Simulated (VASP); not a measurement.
Runs of VASP 6.6.1 on Rh. The structure is that of space group P6_3/mmc (No. 194), or close to it. The cells are those of the table. This isn't the form of Rh at room conditions, which is fcc.

| cell | further INCAR settings | gap on the mesh (eV) | pressure (GPa) |
| --- | --- | --- | --- |
| a = 2.807, b = 2.807, c = 4.385 Å, angles 90.0, 90.0, 120.0°, 2 atoms | ALGO = Fast; EDIFF = 1e-07; NBANDS = 22 | none | -12.3 |
| a = 2.602, b = 2.602, c = 4.385 Å, angles 90.0, 90.0, 120.0°, 2 atoms | ALGO = Fast; EDIFF = 1e-07; NBANDS = 22 | none | (b) |
| a = 2.561, b = 2.561, c = 4.385 Å, angles 90.0, 90.0, 120.0°, 2 atoms | ALGO = Fast; EDIFF = 1e-07; NBANDS = 22 | none | 44.6 |
| a = 2.766, b = 2.766, c = 4.385 Å, angles 90.0, 90.0, 120.0°, 2 atoms | ALGO = Fast; EDIFF = 1e-06; NBANDS = 22 | none | -6.7 |
| a = 2.643, b = 2.643, c = 4.385 Å, angles 90.0, 90.0, 120.0°, 2 atoms | ALGO = Fast; EDIFF = 1e-07; NBANDS = 22 | none | (a) |

Alike in all rows: task single point; level PBE; potentials or basis VASP PAW PBE potentials, release 64 (Rh_pv); no spin polarisation; k mesh 24 × 24 × 14; cutoff (eV) 520; smearing gaussian 0.15 eV.

Question: Fill in the values left out.

Answer: (a) 18.4; (b) 30.4.

Caveats: the cell stands under pressure (at least some runs); the cell stands under tension (at least some runs).

A k mesh can miss the band edges, and the runs leave out spin-orbit coupling on Rh.

A gap of «none» marks levels without a gap at the run's occupations.
